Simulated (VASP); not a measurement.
# Si3N in VASP: notebook

Runs on Si3N. Level: PBE+D3(BJ). Tasks: single point.

Everything below comes from runs of VASP 6.6.1. Logs are shortened: lines on timing, memory, paths and dates and some standing lists are left out, and cuts for length are marked.

### 1 The cell of the first run

The cell holds a slab with vacuum, 8 atoms: a = 3.833 Å, b = 5.421 Å, c = 22.488 Å, α = 90.00°, β = 90.00°, γ = 90.00°.

### 2 Single point, PBE+D3(BJ)

Contents of INCAR:

```
  ALGO = Normal
  DIPOL = 0.5 0.5 0.321
  EDIFF = 1E-6
  ENCUT = 520
  GGA = PE
  IDIPOL = 3
  ISIF = 2
  ISMEAR = 0
  IVDW = 12
  LASPH = T
  LCHARG = F
  LDIPOL = T
  LREAL = F
  LWAVE = F
  NBANDS = 27
  NELM = 100
  PREC = Accurate
  SIGMA = 0.05
```

Contents of KPOINTS:

```
k-points
0
Gamma
  7 5 1
```

Contents of POSCAR:

```
Si3N
1.0
    3.8333442755      0.0000000000      0.0000000000
    0.0000000000      5.4211674636      0.0000000000
    0.0000000000      0.0000000000     22.4877586337
Si N
6 2
Direct
    0.5000000000      0.0000000000      0.1778745523
    0.0000000000      0.2500000000      0.1778745523
    0.0000000000      0.5038839981      0.2608672216
    0.5000000000      0.7461160019      0.2608672216
    0.5000000000      0.0086033066      0.3418641564
    0.0000000000      0.2413966934      0.3418641564
    0.8333333333      0.0086033066      0.4797169344
    0.8333333333      0.0086033066      0.5286324363
```

Potentials or basis: VASP PAW PBE potentials, release 64 (Si, N).

Command:

```sh
$ cat potpaw_PBE.64/Si/POTCAR potpaw_PBE.64/N/POTCAR > POTCAR
$ mpirun -np 1 vasp_std > vasp.out
```

OUTCAR:

```text
EDIFF = 1E-6
   ENCUT = 520
   GGA = PE
   ISIF = 2
   ISMEAR = 0
   IVDW = 12
   LASPH = T
   LREAL = F
   NELM = 100
   PREC = Accurate
 IVDW          = 12

 ion  position               nearest neighbor table
   1  0.500  0.000  0.178-   4 2.32   2 2.35   2 2.35
   2  0.000  0.250  0.178-   3 2.32   1 2.35   1 2.35
   3  0.000  0.504  0.261-   6 2.31   2 2.32   4 2.32   4 2.32
   4  0.500  0.746  0.261-   5 2.31   1 2.32   3 2.32   3 2.32
   5  0.500  0.009  0.342-   6 2.29   6 2.29   4 2.31
   6  0.000  0.241  0.342-   5 2.29   5 2.29   3 2.31
   7  0.833  0.009  0.480-   8 1.10
   8  0.833  0.009  0.529-   7 1.10

  LATTYP: Found a simple orthorhombic cell.
 ALAT       =     3.8333442755
 B/A-ratio  =     1.4142135624
 C/A-ratio  =     5.8663550721

  Lattice vectors:

 A1 = (   3.8333442755,   0.0000000000,   0.0000000000)
 A2 = (   0.0000000000,   5.4211674636,   0.0000000000)
 A3 = (   0.0000000000,   0.0000000000,  22.4877586337)

Analysis of symmetry for initial positions (statically):
=====================================================================
 Subroutine PRICEL returns:
 Original cell was already a primitive cell.

 Routine SETGRP: Setting up the symmetry group for a
 simple orthorhombic supercell.

 Subroutine GETGRP returns: Found  1 space group operations
 (whereof  1 operations were pure point group operations)
 out of a pool of  8 trial point group operations.

The static configuration has the point symmetry C_1 .

Analysis of symmetry for dynamics (positions and initial velocities):
=====================================================================
 Subroutine PRICEL returns:
 Original cell was already a primitive cell.

 Routine SETGRP: Setting up the symmetry group for a
 simple orthorhombic supercell.

 Subroutine GETGRP returns: Found  1 space group operations
 (whereof  1 operations were pure point group operations)
 out of a pool of  8 trial point group operations.

The dynamic configuration has the point symmetry C_1 .

 Subroutine INISYM returns: Found  1 space group operations
 (whereof  1 operations are pure point group operations),
 and found     1 'primitive' translations

----------------------------------------------------------------------------------------

                                     Primitive cell

  volume of cell :     467.3226

[... 104 lines left out ...]
   NELECT =      34.0000    total number of electrons
   NUPDOWN=      -1.0000    fix difference up-down
   EMIN   =  10.00;   EMAX   =-10.00  energy-range for DOS
   EFERMI =   0.00;   METHOD = LEGACY
   ISMEAR =     0;   SIGMA  =   0.05  broadening in eV -4-tet -1-fermi 0-gaus
   EFERMI_NEDOS =   21; number of points for ismear=-14 and -15
   IALGO  =     38    algorithm
   IMIX   =      4    mixing-type and parameters
     AMIX     =   0.40;   BMIX     =  1.00
     AMIX_MAG =   1.60;   BMIX_MAG =  1.00
  volume/ion in A,a.u.               =      58.42       394.21
  Fermi-wavevector in a.u.,A,eV,Ry     =   0.683432  1.291500  6.355006  0.467080
  Thomas-Fermi vector in A             =   1.762794
   LORBIT       =      0    0 simple, 1 ext, 2 COOP (PROOUT), +10 PAW based schemes
   GGA     = PE    functional components
   LHFCALC =     F    Hartree Fock is set to
   AEXX    =    0.0000 exact exchange contribution
   IVDW    =    12    specifies the selected vdW correction
   LEPSILON=     F    determine dielectric tensor
   LRPA    =     F    only Hartree local field effects (RPA)
 non-spin polarized calculation
 Gauss-broadening in eV      SIGMA  =   0.05
  energy-cutoff  :      520.00
  volume of cell :      467.32
 maximum number of plane-waves:     12627
 NGX is ok and might be reduce to    30
   NGX = 15   NGY = 21   NGZ = 83

 dipolmoment           0.000000      0.000000      0.000011 electrons x Angstroem

 number of electron      34.0000001 magnetization

 dipolmoment           0.000000      0.000000     -0.018146 electrons x Angstroem

 Free energy of the ion-electron system (eV)
  ---------------------------------------------------
  ext. energy  EPLUGINS =         0.00000000
  ---------------------------------------------------
  free energy    TOTEN  =       -44.96121827 eV

  energy without entropy =      -44.95481341  energy(sigma->0) =      -44.95801584

 E-fermi :  -1.6496     XC(G=0):  -3.8025

 val. band max:       -1.6616415390   @ k =   0.2857  -0.2000   0.0000
 cond. band min:      -1.6302994087   @ k =   0.2857   0.4000   0.0000
 fundamental gap:      0.0313421303
 Fermi energy:        -1.6496041241

 k-point     1 :       0.0000    0.0000    0.0000
  band No.  band energies     occupation
      1     -25.6559      2.00000
      2     -13.0913      2.00000
      3     -11.2900      2.00000
      4     -10.7596      2.00000
      5      -9.7779      2.00000
      6      -8.9166      2.00000
[... 529 lines left out ...]
     26       2.7711      0.00000
     27       3.2492      0.00000

------------------------ aborting loop because EDIFF is reached ----------------------------------------

 vacuum level on the upper side and lower side of the slab       (xc-potential included)        -0.185        -0.030

 Edisp (eV)   -1.64173

 E8    (eV) :    -0.6960

  FORCE on cell =-STRESS in cart. coord.  units (eV):
  Direction    XX          YY          ZZ          XY          YZ          ZX
  --------------------------------------------------------------------------------------
  -------------------------------------------------------------------------------------
  Total       0.18068     0.20114     3.12730     0.04297    -0.06356     0.08304
  in kB       0.61944     0.68959    10.72171     0.14731    -0.21789     0.28470
  external pressure =        4.01 kB  Pullay stress =        0.00 kB

 VOLUME and BASIS-vectors are now :
 -----------------------------------------------------------------------------
  energy-cutoff  :      520.00
  volume of cell :      467.32
      direct lattice vectors                 reciprocal lattice vectors
     3.833344276  0.000000000  0.000000000     0.260868821  0.000000000  0.000000000
     0.000000000  5.421167464  0.000000000     0.000000000  0.184462112  0.000000000
     0.000000000  0.000000000 22.487758634     0.000000000  0.000000000  0.044468638

 POSITION                                       TOTAL-FORCE (eV/Angst)
 -----------------------------------------------------------------------------------
      1.91667      0.00000      4.00000         0.011117      0.567636     -0.032602
      0.00000      1.35529      4.00000        -0.014031     -0.564307     -0.044299
      0.00000      2.73164      5.86632         0.006693     -0.106198     -0.007205
      1.91667      4.04482      5.86632        -0.008334      0.084595     -0.019989
      1.91667      0.04664      7.68776        -0.038898     -0.004234     -0.045672
      0.00000      1.30865      7.68776         0.015018      0.054593      0.004962
      3.19445      0.04664     10.78776         0.045573     -0.040956     -2.083340
      3.19445      0.04664     11.88776        -0.017138      0.008871      2.228145
 -----------------------------------------------------------------------------------
    total drift:                                0.000054      0.000180     -0.000507

  FREE ENERGIE OF THE ION-ELECTRON SYSTEM (eV)
  ---------------------------------------------------
  free  energy   TOTEN  =       -46.6029452830 eV

  energy  without entropy=      -46.5965404149  energy(sigma->0) =      -46.59974285

 vacuum level on the upper side and lower side of the slab         2.953         3.105
```

Wall time 3.9 min (1 thread of AMD EPYC 9R45 (Zen 5), shared host); peak memory 0.53 GiB.

What came out:

```yaml
Free_energy: -46.6029 eV
Largest_force: 2.228 eV/Å
Band_gap_on_the_k_mesh: zero (bands 17 and 18 overlap by 0.29 eV)
Dispersion_energy_per_atom: -0.205 eV
```

Forces in eV/Å, atoms in the order of the input:
```
Si   0.011  0.568 -0.033
Si  -0.014 -0.564 -0.044
Si   0.007 -0.106 -0.007
Si  -0.008  0.085 -0.020
Si  -0.039 -0.004 -0.046
Si   0.015  0.055  0.005
N    0.046 -0.041 -2.083
N   -0.017  0.009  2.228
```

Caveat: the standard files for N, O and F lose accuracy on very short bonds.

### 3 Single point, PBE+D3(BJ)

Contents of INCAR:

```
PREC = Accurate ; ENCUT = 520
EDIFF = 1E-6 ; ISMEAR = 0
SIGMA = 0.05 ; LREAL = F
LASPH = T ; NELM = 100
ALGO = Normal ; ISIF = 2
LWAVE = F ; LCHARG = F
LDIPOL = T ; IDIPOL = 3
DIPOL = 0.5 0.5 0.321 ; GGA = PE
IVDW = 12 ; NBANDS = 27
```

Contents of KPOINTS:

```
regular mesh
0
Gamma
  7 5 1
```

Edit POSCAR of step 2 so:

```diff
@@ -14,3 +14,3 @@
     0.0000000000      0.2413966934      0.3418641564
-    0.8333333333      0.0086033066      0.4797169344
-    0.8333333333      0.0086033066      0.5286324363
+    0.8333333333      0.3419366399      0.4797169344
+    0.8333333333      0.3419366399      0.5286324363
```

Potentials or basis: VASP PAW PBE potentials, release 64 (Si, N).

Command:

```sh
$ cat potpaw_PBE.64/Si/POTCAR potpaw_PBE.64/N/POTCAR > POTCAR
$ mpirun -np 1 vasp_std > vasp.out
```

Wall time 4.3 min (1 thread of AMD EPYC 9R45 (Zen 5), shared host); peak memory 0.53 GiB.

The run converged. Its results:

| Item | Value |
| --- | --- |
| Free energy | -46.5984 eV |
| Largest force | 2.181 eV/Å |
| Band gap on the k mesh | zero (bands 17 and 18 overlap by 0.28 eV) |
| Dispersion energy per atom | -0.205 eV |

Forces on the atoms (eV/Å):
```
Si   0.011  0.558 -0.047
Si  -0.007 -0.554 -0.049
Si   0.005 -0.071 -0.004
Si  -0.002  0.111  0.002
Si  -0.013 -0.045  0.098
Si   0.039 -0.035 -0.143
N   -0.057  0.048 -2.039
N    0.023 -0.012  2.181
```

Levels at points of the mesh, in eV from the Fermi level:
| k point | band 14 | band 15 | band 16 | band 17 | band 18 | band 19 | band 20 | band 21 |
| --- | --- | --- | --- | --- | --- | --- | --- | --- |
| (0.00, 0.00, 0.00) | -1.24 | -0.69 | -0.42 | -0.32 | 0.24 | 1.16 | 2.06 | 2.25 |

Caveat: the standard files for N, O and F lose accuracy on very short bonds.

### 4 Single point, PBE+D3(BJ)

Contents of INCAR:

```
SYSTEM = Si3N
PREC     = Accurate       ! precision mode
ENCUT    = 520            ! plane-wave cutoff, eV
EDIFF    = 1E-6           ! SCF threshold, eV
ISMEAR   = 0              ! smearing method
SIGMA    = 0.05           ! smearing width, eV
LREAL    = .False.        ! projectors in reciprocal space
LASPH    = .True.         ! aspherical terms in the spheres
NELM     = 60             ! most SCF steps
ALGO     = Normal         ! electronic algorithm
ISIF     = 2              ! what is computed and relaxed
LWAVE    = .False.        ! write WAVECAR
LCHARG   = .False.        ! write CHGCAR
LDIPOL   = .True.       
IDIPOL   = 3            
DIPOL    = 0.5 0.5 0.321
GGA      = PE             ! functional
IVDW     = 12             ! dispersion correction
NBANDS   = 27             ! bands
```

Contents of KPOINTS:

```
Automatic mesh
0
Gamma
  7 5 1
  0 0 0
```

Edit POSCAR of step 3 so:

```diff
@@ -14,3 +14,3 @@
     0.0000000000      0.2413966934      0.3418641564
-    0.8333333333      0.3419366399      0.4797169344
-    0.8333333333      0.3419366399      0.5286324363
+    0.8333333333      0.6752699732      0.4797169344
+    0.8333333333      0.6752699732      0.5286324363
```

Command:

```sh
$ cat potpaw_PBE.64/Si/POTCAR potpaw_PBE.64/N/POTCAR > POTCAR
$ mpirun -np 1 vasp_std > vasp.out
```

Run time: 4.2 min. Hardware: 1 thread of AMD EPYC 9R45 (Zen 5), shared host; peak memory 0.53 GiB.

It converged, with:

- Free energy: -46.6478 eV
- Largest force: 2.182 eV/Å
- Band gap on the k mesh: zero (bands 17 and 18 overlap by 0.25 eV)
- Dispersion energy per atom: -0.204 eV

Forces in eV/Å, atoms in the order of the input:
```
Si   0.003  0.548 -0.056
Si  -0.004 -0.547 -0.061
Si  -0.001 -0.079  0.012
Si   0.001  0.072  0.008
Si  -0.015  0.031  0.050
Si   0.009 -0.024  0.060
N    0.010 -0.001 -2.182
N   -0.004  0.000  2.170
```

Levels at points of the mesh, in eV from the Fermi level:
```
           k point  band 13  band 14  band 15  band 16  band 17  band 18  band 19  band 20  band 21  band 22
(0.00, 0.00, 0.00)    -2.49    -1.21    -0.68    -0.41    -0.30     0.29     1.19     2.01     2.61     2.73
```

Caveat: the standard files for N, O and F lose accuracy on very short bonds.

### 5 Single point, PBE+D3(BJ)

Contents of INCAR:

```
PREC = Accurate
ENCUT = 520
EDIFF = 1E-7
ISMEAR = 0
SIGMA = 0.05
LREAL = F
LASPH = T
NELM = 100
ALGO = Normal
ISIF = 2
LWAVE = F
LCHARG = F
LDIPOL = T
IDIPOL = 3
DIPOL = 0.5 0.5 0.321
GGA = PE
IVDW = 12
NBANDS = 27
```

Contents of KPOINTS:

```
Automatic mesh
0
Gamma
  7 5 1
```

Edit POSCAR of step 4 so:

```diff
@@ -14,3 +14,3 @@
     0.0000000000      0.2413966934      0.3418641564
-    0.8333333333      0.6752699732      0.4797169344
-    0.8333333333      0.6752699732      0.5286324363
+    0.6666666667      0.0086033066      0.4797169344
+    0.6666666667      0.0086033066      0.5286324363
```

Command:

```sh
$ cat potpaw_PBE.64/Si/POTCAR potpaw_PBE.64/N/POTCAR > POTCAR
$ mpirun -np 1 vasp_std > vasp.out
```

It took 4.2 min on 1 thread of AMD EPYC 9R45 (Zen 5), shared host; peak memory 0.55 GiB.

Results (log left out):

* Free energy: -46.5851 eV
* Largest force: 2.208 eV/Å
* Band gap on the k mesh: zero (bands 17 and 18 overlap by 0.30 eV)
* Dispersion energy per atom: -0.205 eV

Forces on the atoms (eV/Å):
```
Si   0.012  0.565 -0.040
Si  -0.015 -0.570 -0.037
Si   0.007 -0.114 -0.005
Si  -0.009  0.080 -0.020
Si  -0.038 -0.013 -0.147
Si   0.021  0.064  0.059
N    0.040 -0.008 -2.016
N   -0.017 -0.003  2.207
```

Levels at points of the mesh, in eV from the Fermi level:
```tsv
k point	band 14	band 15	band 16	band 17	band 18	band 19	band 20	band 21
(0.00, 0.00, 0.00)	-1.26	-0.69	-0.45	-0.33	0.22	1.15	1.92	2.36
```

Caveat: the standard files for N, O and F lose accuracy on very short bonds.

### 6 Single point, PBE+D3(BJ)

Contents of INCAR:

```
SYSTEM = Si3N
  PREC = Accurate
  ENCUT = 520
  EDIFF = 1E-6
  ISMEAR = 0
  SIGMA = 0.05
  LREAL = .False.
  LASPH = .True.
  NELM = 80
  ALGO = Normal
  ISIF = 2
  LWAVE = .False.
  LCHARG = .True.
  LDIPOL = .True.
  IDIPOL = 3
  DIPOL = 0.5 0.5 0.321
  GGA = PE
  IVDW = 12
  LELF = .True.
  LVHAR = .True.
  LVACPOTAV = .True.
  NBANDS = 27
```

Contents of KPOINTS:

```
regular mesh
0
Gamma
  7 5 1
  0 0 0
```

Edit POSCAR of step 5 so:

```diff
@@ -14,3 +14,3 @@
     0.0000000000      0.2413966934      0.3418641564
-    0.6666666667      0.0086033066      0.4797169344
-    0.6666666667      0.0086033066      0.5286324363
+    0.6666666667      0.3419366399      0.4797169344
+    0.6666666667      0.3419366399      0.5286324363
```

Potentials or basis: VASP PAW PBE potentials, release 64 (Si, N).

Command:

```sh
$ cat potpaw_PBE.64/Si/POTCAR potpaw_PBE.64/N/POTCAR > POTCAR
$ mpirun -np 1 vasp_std > vasp.out
```

Run time: 4 min. Hardware: 1 thread of AMD EPYC 9R45 (Zen 5), shared host; peak memory 0.53 GiB.

Results (log left out):

| Quantity | Value |
| --- | --- |
| Free energy | -46.6218 eV |
| Largest force | 2.203 eV/Å |
| Band gap on the k mesh | zero (bands 17 and 18 overlap by 0.28 eV) |
| Dispersion energy per atom | -0.205 eV |

Forces in eV/Å, atoms in the order of the input:
```
Si   0.010  0.554 -0.054
Si  -0.007 -0.556 -0.041
Si   0.004 -0.072 -0.010
Si  -0.002  0.102  0.006
Si  -0.009 -0.032  0.057
Si   0.036 -0.032 -0.036
N   -0.053  0.045 -2.122
N    0.020 -0.010  2.202
```

Levels at points of the mesh, in eV from the Fermi level:
```csv
k point,band 14,band 15,band 16,band 17,band 18,band 19,band 20,band 21
"(0.00, 0.00, 0.00)",-1.23,-0.68,-0.41,-0.31,0.26,1.18,2.07,2.42
```

Caveat: the standard files for N, O and F lose accuracy on very short bonds.

### 7 The runs side by side

| cell | gap on the mesh (eV) | largest force (eV/Å) |
| --- | --- | --- |
| as given, atomic positions A | none | 2.23 |
| as given, atomic positions B | none | 2.18 |
| as given, atomic positions C | none | 2.18 |
| as given, atomic positions D | none | 2.21 |
| as given, atomic positions E | none | 2.20 |

Alike in all rows: task single point; level PBE+D3(BJ); potentials or basis VASP PAW PBE potentials, release 64 (Si, N); no spin polarisation; k mesh 7 × 5 × 1; cutoff (eV) 520; smearing gaussian 0.05 eV.

Caveats: the standard files for N, O and F lose accuracy on very short bonds.

Total energies depend on the potentials used, so only differences within one code and one set of settings carry meaning.

The gap in the log of VASP goes by the Fermi energy; the results here count the filled bands.